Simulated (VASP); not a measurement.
Write the native input for VASP 6.6.1 that does the following.

| Item | Value |
| --- | --- |
| Task | single point |
| Functional | PBE |
| Potentials or basis | VASP PAW PBE potentials, release 64 (Ir) |
| Cutoff | 520 eV |
| k mesh | 11 × 11 × 6 |
| Occupations | fermi-dirac, width 0.05 eV |
| Spin | no spin polarisation |
| Dipole correction | no |
| Further INCAR settings | ALGO = Fast; EDIFF = 1e-07; NBANDS = 16 |

The structure of Ir lies in POSCAR:

```
Ir
1.0
    2.6814613178      0.0000000000      0.0000000000
   -1.3407306589      2.3222136204      0.0000000000
    0.0000000000      0.0000000000      4.3526266472
Ir
2
Direct
    0.3333333333      0.6666666667      0.2500000000
    0.6666666667      0.3333333333      0.7500000000
```

These files were run (other wordings do the same):

INCAR

```
ALGO = Fast
EDIFF = 1E-7
ENCUT = 520
GGA = PE
ISIF = 2
ISMEAR = -1
LASPH = True
LCHARG = False
LREAL = False
LWAVE = False
NBANDS = 16
NELM = 80
PREC = Accurate
SIGMA = 0.05
```

KPOINTS

```
k-points
0
Gamma
  11 11 6
```

Potentials or basis: VASP PAW PBE potentials, release 64 (Ir).

Launch:

```sh
$ cat potpaw_PBE.64/Ir/POTCAR > POTCAR
$ mpirun -np 1 vasp_std > vasp.out
```

Results of the run:

```
Pressure               : 30.9 GPa
Band gap on the k mesh : zero (band 9 reaches 12.35 eV, above the bottom of band 10 at 8.87 eV)
```

Caveat: spin-orbit coupling is left out, which moves the levels of the heavy elements.

It took 14 s on 1 thread of Intel(R) Xeon(R) 6975P-C (Granite Rapids), on a shared host, peak memory 0.15 GiB.
